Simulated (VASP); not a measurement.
# SnO2 (I4_1/amd) in VASP: single point with r2SCAN

Aim: the single point of SnO2 with r2SCAN.

All numbers are computed with VASP 6.6.1; they aren't measurements. Logs are shortened: lines on timing, memory, paths and dates and some standing lists are left out, and cuts for length are marked.

## Step 1: The cell of the first run

Symmetry: I4_1/amd, No. 141, tetragonal system. Conventional cell: a = 3.999 Å, b = 3.999 Å, c = 10.204 Å, α = 90.00°, β = 90.00°, γ = 90.00°. Within 2.7 Å of Sn (site symmetry -4m2) lie 6 O at 2.05 to 2.08 Å. O (site symmetry 2mm) has 3 Sn at 2.05 to 2.08 Å and 2 O at 2.56 Å within 2.7 Å.

## Step 2: Single point, r2SCAN

POSCAR reads:

```
SnO2
1.0
   -1.9995434671      1.9995434671      5.1020851544
    1.9995434671     -1.9995434671      5.1020851544
    1.9995434671      1.9995434671     -5.1020851544
Sn O
2 4
Direct
    0.7500000000      0.2500000000      0.5000000000
    0.0000000000      0.0000000000      0.0000000000
    0.7963663280      0.7963663280      0.0000000000
    0.9536336720      0.4536336720      0.5000000000
    0.2036336720      0.2036336720      0.0000000000
    0.5463663280      0.0463663280      0.5000000000
```

INCAR.step1 reads:

```
SYSTEM = SnO2
  ALGO = Normal
  EDIFF = 1E-4
  ENCUT = 520
  GGA = PE
  ISMEAR = 0
  LASPH = .TRUE.
  LCHARG = .FALSE.
  LREAL = .FALSE.
  LWAVE = .TRUE.
  NBANDS = 35
  NELM = 80
  PREC = Accurate
  SIGMA = 0.05
```

INCAR.step2 reads:

```
SYSTEM = SnO2
  ALGO = Normal
  EDIFF = 1E-7
  ENCUT = 520
  ISIF = 2
  ISMEAR = 0
  ISTART = 1
  LASPH = .TRUE.
  LCHARG = .FALSE.
  LMIXTAU = .TRUE.
  LREAL = .FALSE.
  LWAVE = .FALSE.
  METAGGA = R2SCAN
  NBANDS = 35
  NELM = 80
  PREC = Accurate
  SIGMA = 0.05
```

KPOINTS reads:

```
k-points
0
G
  10 10 10
  0 0 0
```

Potentials or basis: VASP PAW PBE potentials, release 64 (Sn_d, O).

Run with:

```
$ cat potpaw_PBE.64/Sn_d/POTCAR potpaw_PBE.64/O/POTCAR > POTCAR
$ cp INCAR.step1 INCAR
$ mpirun -np 1 vasp_std > vasp.out
$ cp INCAR.step2 INCAR
$ mpirun -np 1 vasp_std > vasp.out
```

OUTCAR:

```text
SYSTEM = SnO2
   EDIFF = 1E-7
   ENCUT = 520
   ISIF = 2
   ISMEAR = 0
   ISTART = 1
   LASPH = .TRUE.
   LREAL = .FALSE.
   METAGGA = R2SCAN
   NELM = 80
   PREC = Accurate

 ion  position               nearest neighbor table
   1  0.750  0.250  0.500-   3 2.05   5 2.05   3 2.05   5 2.05   4 2.08   6 2.08   2 3.24   2 3.24
                             2 3.24   2 3.24
   2  0.000  0.000  0.000-   6 2.05   4 2.05   6 2.05   4 2.05   3 2.08   5 2.08   1 3.24   1 3.24
                             1 3.24   1 3.24
   3  0.796  0.796  0.000-   1 2.05   1 2.05   2 2.08
   4  0.954  0.454  0.500-   2 2.05   2 2.05   1 2.08
   5  0.204  0.204  0.000-   1 2.05   1 2.05   2 2.08
   6  0.546  0.046  0.500-   2 2.05   2 2.05   1 2.08

  LATTYP: Found a body centered tetragonal cell.
 ALAT       =     3.9990869342
 C/A-ratio  =     2.5516250276

  Lattice vectors:

 A1 = (  -1.9995434671,   1.9995434671,   5.1020851544)
 A2 = (   1.9995434671,  -1.9995434671,   5.1020851544)
 A3 = (   1.9995434671,   1.9995434671,  -5.1020851544)

Analysis of symmetry for initial positions (statically):
=====================================================================
 Subroutine PRICEL returns:
 Original cell was already a primitive cell.

 Routine SETGRP: Setting up the symmetry group for a
 body centered tetragonal supercell.

 Subroutine GETGRP returns: Found 16 space group operations
 (whereof  8 operations were pure point group operations)
 out of a pool of 16 trial point group operations.

The static configuration has the point symmetry D_2d.
 The point group associated with its full space group is D_4h.

Analysis of symmetry for dynamics (positions and initial velocities):
=====================================================================
 Subroutine PRICEL returns:
 Original cell was already a primitive cell.

 Routine SETGRP: Setting up the symmetry group for a
 body centered tetragonal supercell.

 Subroutine GETGRP returns: Found 16 space group operations
 (whereof  8 operations were pure point group operations)
 out of a pool of 16 trial point group operations.

The dynamic configuration has the point symmetry D_2d.
 The point group associated with its full space group is D_4h.

 Subroutine INISYM returns: Found 16 space group operations
 (whereof  8 operations are pure point group operations),
 and found     1 'primitive' translations

----------------------------------------------------------------------------------------

                                     Primitive cell

  volume of cell :      81.5961

  direct lattice vectors                    reciprocal lattice vectors
    -1.999543467  1.999543467  5.102085154     0.000000000  0.250057080  0.097999148
     1.999543467 -1.999543467  5.102085154     0.250057080  0.000000000  0.097999148
     1.999543467  1.999543467 -5.102085154     0.250057080  0.250057080  0.000000000

  length of vectors
     5.833319902  5.833319902  5.833319902     0.268574712  0.268574712  0.353634113

  position of ions in fractional coordinates (direct lattice)
     0.750000000  0.250000000  0.500000000
     0.000000000  0.000000000  0.000000000
     0.796366328  0.796366328  0.000000000
     0.953633672  0.453633672  0.500000000
     0.203633672  0.203633672  0.000000000
     0.546366328  0.046366328  0.500000000

  ion indices of the primitive-cell ions
   primitive index   ion index
                 1           1
                 2           2
                 3           3
                 4           4
                 5           5
                 6           6

----------------------------------------------------------------------------------------

 KPOINTS: k-points

Automatic generation of k-mesh.
 Grid dimensions read from file:
 generate k-points for:   10   10   10

 Generating k-lattice:

  Cartesian coordinates                     Fractional coordinates (reciprocal lattice)
     0.000000000  0.025005708  0.009799915     0.100000000 -0.000000000  0.000000000
     0.025005708  0.000000000  0.009799915    -0.000000000  0.100000000  0.000000000
     0.025005708  0.025005708  0.000000000     0.000000000  0.000000000  0.100000000

  Length of vectors
     0.026857471  0.026857471  0.035363411

  Shift w.r.t. Gamma in fractional coordinates (k-lattice)
     0.000000000  0.000000000  0.000000000

 Subroutine IBZKPT returns following result:
 ===========================================

 Found    102 irreducible k-points:

 Following reciprocal coordinates:
            Coordinates               Weight
  0.000000  0.000000  0.000000      1.000000
  0.100000 -0.000000  0.000000      8.000000
  0.200000 -0.000000  0.000000      8.000000
  0.300000  0.000000  0.000000      8.000000
  0.400000  0.000000  0.000000      8.000000
  0.500000  0.000000  0.000000      4.000000
[... 16 lines left out ...]
  0.300000  0.300000  0.000000      8.000000
  0.400000  0.300000  0.000000     16.000000
 [... further k-points ...]
   k-points           NKPTS =    102   k-points in BZ     NKDIM =    102   number of bands    NBANDS=     35
   number of dos      NEDOS =    301   number of ions     NIONS =      6
   total plane-waves  NPLWV = 110592
   dimension x,y,z NGX =    48 NGY =   48 NGZ =   48
   dimension x,y,z NGXF=    96 NGYF=   96 NGZF=   96
   ions per type =               2   4
   NGX,Y,Z   is equivalent  to a cutoff of  13.68, 13.68, 13.68 a.u.
   NGXF,Y,Z  is equivalent  to a cutoff of  27.36, 27.36, 27.36 a.u.
 SYSTEM =  SnO2
   PREC   = accura    normal or accurate (medium, high low for compatibility)
   ISTART =      1    job   : 0-new  1-cont  2-samecut
   ICHARG =      0    charge: 1-file 2-atom 10-const
   ISPIN  =      1    spin polarized calculation?
   LNONCOLLINEAR =      F non collinear calculations
   LSORBIT =      F    spin-orbit coupling
   LASPH  =      T    aspherical Exc in radial PAW
   ENCUT  =  520.0 eV  38.22 Ry    6.18 a.u.  10.85 10.85 10.85*2*pi/ulx,y,z
   NELM   =     80;   NELMIN=  2; NELMDL=  0     # of ELM steps
   EDIFF  = 0.1E-06   stopping-criterion for ELM
   LREAL  =      F    real-space projection
   EDIFFG = 0.1E-05   stopping-criterion for IOM
   NSW    =      0    number of steps for IOM
   IBRION =     -1    ionic relax: 0-MD 1-quasi-New 2-CG
   NFREE  =      0    steps in history (QN), initial steepest desc. (CG)
   ISIF   =      2    stress and relaxation
   ISYM   =      2    0-nonsym 1-usesym 2-fastsym
   POTIM  = 0.5000    time-step for ionic-motion
   TEBEG  =    0.0;   TEEND  =   0.0 temperature during run
   PSTRESS=    0.0 pullay stress
   NELECT =      52.0000    total number of electrons
   NUPDOWN=      -1.0000    fix difference up-down
   EMIN   =  10.00;   EMAX   =-10.00  energy-range for DOS
   EFERMI =   0.00;   METHOD = LEGACY
   ISMEAR =     0;   SIGMA  =   0.05  broadening in eV -4-tet -1-fermi 0-gaus
   EFERMI_NEDOS =   21; number of points for ismear=-14 and -15
   IALGO  =     38    algorithm
   IMIX   =      4    mixing-type and parameters
     AMIX     =   0.40;   BMIX     =  1.00
     AMIX_MAG =   1.60;   BMIX_MAG =  1.00
  volume/ion in A,a.u.               =      13.60        91.77
  Fermi-wavevector in a.u.,A,eV,Ry     =   1.408811  2.662267 27.004152  1.984749
  Thomas-Fermi vector in A             =   2.530931
   LORBIT       =      0    0 simple, 1 ext, 2 COOP (PROOUT), +10 PAW based schemes
   METAGGA = R2SCAN    functional components
   LHFCALC =     F    Hartree Fock is set to
   AEXX    =    0.0000 exact exchange contribution
   IVDW    =     0    specifies the selected vdW correction
   LEPSILON=     F    determine dielectric tensor
   LRPA    =     F    only Hartree local field effects (RPA)
 non-spin polarized calculation
 Gauss-broadening in eV      SIGMA  =   0.05
  energy-cutoff  :      520.00
  volume of cell :       81.60
 maximum number of plane-waves:      2242
 NGX is ok and might be reduce to    48
   NGX = 21   NGY = 21   NGZ = 21

 number of electron      52.0000004 magnetization

 Free energy of the ion-electron system (eV)
  ---------------------------------------------------
  ext. energy  EPLUGINS =         0.00000000
  ---------------------------------------------------
  free energy    TOTEN  =       -84.10615902 eV

  energy without entropy =      -84.10615902  energy(sigma->0) =      -84.10615902

 E-fermi :   3.9747     XC(G=0): -11.0737

 val. band max:        3.6605300836   @ k =   0.3000   0.3000   0.2000
 cond. band min:       6.0196436182   @ k =   0.0000   0.0000   0.0000
 fundamental gap:      2.3591135346
 Fermi energy:         3.9747330407

 k-point     1 :       0.0000    0.0000    0.0000
  band No.  band energies     occupation
      1     -17.3889      2.00000
      2     -17.3571      2.00000
      3     -17.1949      2.00000
      4     -16.5118      2.00000
      5     -16.3396      2.00000
      6     -16.3395      2.00000
[... 27 lines left out ...]
     34      16.8024      0.00000
     35      17.1264      0.00000

 k-point     2 :       0.1000   -0.0000    0.0000
  band No.  band energies     occupation
      1     -17.4095      2.00000
      2     -17.2956      2.00000
      3     -17.1798      2.00000
      4     -16.5173      2.00000
      5     -16.3419      2.00000
      6     -16.3381      2.00000
[... 27 lines left out ...]
     34      16.4631      0.00000
     35      16.9421      0.00000

 k-point     3 :       0.2000   -0.0000    0.0000
  band No.  band energies     occupation
      1     -17.4125      2.00000
      2     -17.2166      2.00000
      3     -17.1049      2.00000
      4     -16.5321      2.00000
      5     -16.3479      2.00000
      6     -16.3356      2.00000
[... 27 lines left out ...]
     34      16.1290      0.00000
     35      16.5275      0.00000
[... 723 lines left out ...]
 k-point    23 :       0.3000    0.3000    0.0000
  band No.  band energies     occupation
      1     -17.2549      2.00000
      2     -17.1027      2.00000
      3     -16.7390      2.00000
      4     -16.4471      2.00000
      5     -16.4161      2.00000
      6     -16.2925      2.00000
[... 27 lines left out ...]
     34      15.8855      0.00000
     35      16.9650      0.00000

 k-point    24 :       0.4000    0.3000    0.0000
  band No.  band energies     occupation
      1     -17.1923      2.00000
      2     -17.0462      2.00000
      3     -16.6657      2.00000
      4     -16.4593      2.00000
      5     -16.4230      2.00000
      6     -16.2731      2.00000
[... 27 lines left out ...]
     34      15.9141      0.00000
     35      17.2709      0.00000

 [... further k-points ...]

------------------------ aborting loop because EDIFF is reached ----------------------------------------

  FORCE on cell =-STRESS in cart. coord.  units (eV):
  Direction    XX          YY          ZZ          XY          YZ          ZX
  --------------------------------------------------------------------------------------
  -------------------------------------------------------------------------------------
  Total        0.4462500      0.4462500      0.6644951      0.0000000      0.0000000      0.0000000
  in kB        8.7623262      8.7623262     13.0476700      0.0000000      0.0000000      0.0000000
  external PRESSURE =      10.1907741 kB  Pullay stress =       0.0000000 kB

 VOLUME and BASIS-vectors are now :
 -----------------------------------------------------------------------------
  energy-cutoff  :      520.00
  volume of cell :       81.60
      direct lattice vectors                 reciprocal lattice vectors
    -1.999543467  1.999543467  5.102085154     0.000000000  0.250057080  0.097999148
     1.999543467 -1.999543467  5.102085154     0.250057080  0.000000000  0.097999148
     1.999543467  1.999543467 -5.102085154     0.250057080  0.250057080  0.000000000

 POSITION                                       TOTAL-FORCE (eV/Angst)
 -----------------------------------------------------------------------------------
      0.00000      1.99954      2.55104         0.000000      0.000000      0.000000
      0.00000      0.00000      0.00000         0.000000      0.000000      0.000000
      0.00000      0.00000      8.12626         0.000000     -0.000000     -0.043804
      0.00000      1.99954      4.62896        -0.000000      0.000000      0.043804
      0.00000      0.00000      2.07791         0.000000     -0.000000      0.043804
      0.00000      1.99954      0.47313        -0.000000      0.000000     -0.043804
 -----------------------------------------------------------------------------------
    total drift:                               -0.000000     -0.000000      0.000000

  FREE ENERGIE OF THE ION-ELECTRON SYSTEM (eV)
  ---------------------------------------------------
  free  energy   TOTEN  =       -84.1061590182 eV

  energy  without entropy=      -84.1061590182  energy(sigma->0) =      -84.10615902
```

Wall time 82 min (1 thread of Oxide Virtual Turin-like, shared host); peak memory 0.46 GiB.

Results:

```
Free energy            : -84.1062 eV
Pressure               : 1.0 GPa
Largest force          : 0.044 eV/Å
Band gap on the k mesh : 2.36 eV (least direct gap 2.77 eV)
```

Forces on the atoms (eV/Å):
```
Sn   0.000  0.000  0.000
Sn   0.000  0.000  0.000
O    0.000  0.000 -0.044
O    0.000  0.000  0.044
O    0.000  0.000  0.044
O    0.000  0.000 -0.044
```

Caveat: the PAW data sets were made with another functional, which shifts forces and pressure a little; spin-orbit coupling is left out, which moves the levels of the heavy elements.
